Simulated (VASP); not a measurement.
Set up this calculation in VASP 6.6.1, as the native input.

```yaml
Task: single point
Functional: PBE
Potentials_or_basis: VASP PAW PBE potentials, release 64 (Re)
Cutoff: 600 eV
k_mesh: 16 × 16 × 8
Occupations: gaussian, width 0.1 eV
Spin: no spin polarisation
Dipole_correction: no
Further_INCAR_settings: ALGO = Normal; EDIFF = 1e-06; NBANDS = 14
```

The structure of Re lies in POSCAR:

```
Re
1.0
    2.7572062895      0.0000000000     -0.0553067276
   -1.3786031448      2.3961687222      0.0276533638
   -0.0894715326      0.0000000000      4.4617216519
Re
2
Direct
    0.3646505112      0.7293010324      0.2500000000
    0.6353494888      0.2706989676      0.7500000000
```

This cell differs from its parent crystal: strained and its atoms moved.

The input as run:

INCAR

```
PREC = Accurate
ENCUT = 600
EDIFF = 1E-6
ISMEAR = 0
SIGMA = 0.1
LREAL = False
LASPH = True
NELM = 120
ALGO = Normal
ISIF = 2
LWAVE = False
LCHARG = False
GGA = PE
NBANDS = 14
GGA_COMPAT = False
```

KPOINTS

```
regular mesh
0
Gamma
  16 16 8
```

Potentials or basis: VASP PAW PBE potentials, release 64 (Re).

Launch:

```bash
$ cat potpaw_PBE.64/Re/POTCAR > POTCAR
$ mpirun -np 1 vasp_std > vasp.out
```

Results of the run:

The pressure is 9.2 GPa, the largest force is 1.378 eV/Å and the band gap on the k mesh is zero (bands 7 and 8 overlap by 3.11 eV).

Caveat: the cell differs from its parent crystal (strained and its atoms moved); the stress differs along the axes, from 5 to 14 GPa; spin-orbit coupling is left out, which moves the levels of the heavy elements; forces of over 1 eV/Å act on the atoms, so gaps and moduli don't describe the material at rest.

It took 3.1 min on 1 thread of Intel(R) Xeon(R) Platinum 8488C (Sapphire Rapids) (shared host), peak memory 0.36 GiB.
